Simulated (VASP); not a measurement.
Crystal: Cd.

```
CELL_PARAMETERS angstrom
1.60803 0.92840 2.44929
-1.60803 0.92840 2.44929
0.00000 -1.85679 2.44929
ATOMIC_POSITIONS crystal
Cd 0.00000 0.00000 0.00000
```

| Quantity | Value |
| --- | --- |
| Program | VASP 6.6.1 |
| Task | relaxation of cell and atoms |
| Functional | PBEsol |
| Potentials or basis | VASP PAW PBE potentials, release 64 (Cd) |
| Cutoff | 600 eV |
| k mesh | 18 × 18 × 18 |
| Occupations | gaussian, width 0.1 eV |
| Spin | no spin polarisation |

At the start: pressure -2.1 GPa; volume 21.94 Å³/atom.

Problem. How do energy, volume and symmetry change on relaxing?

Solution. Over 4 steps the energy falls by 6.0 meV/atom and the volume is 21.07 Å³/atom (-4.0 %); space group R-3m (No. 166, to 0.05 Å).

Step by step:
```csv
step,energy change (eV),largest force (eV/Å),pressure (GPa),volume (Å³)
1,0.0000,0.0000,-2.10,21.94
2,-0.0060,0.0000,0.09,21.04
3,-0.0060,0.0000,0.00,21.07
4,-0.0060,0.0000,0.00,21.07
```

Final structure:
```
Cd
1.0
     1.58772    0.91667    2.41301
    -1.58772    0.91667    2.41301
     0.00000   -1.83334    2.41301
Cd
1
Direct
  0.00000 0.00000 0.00000
```

Caveat: the PAW data sets were made with another functional, which shifts forces and pressure a little.
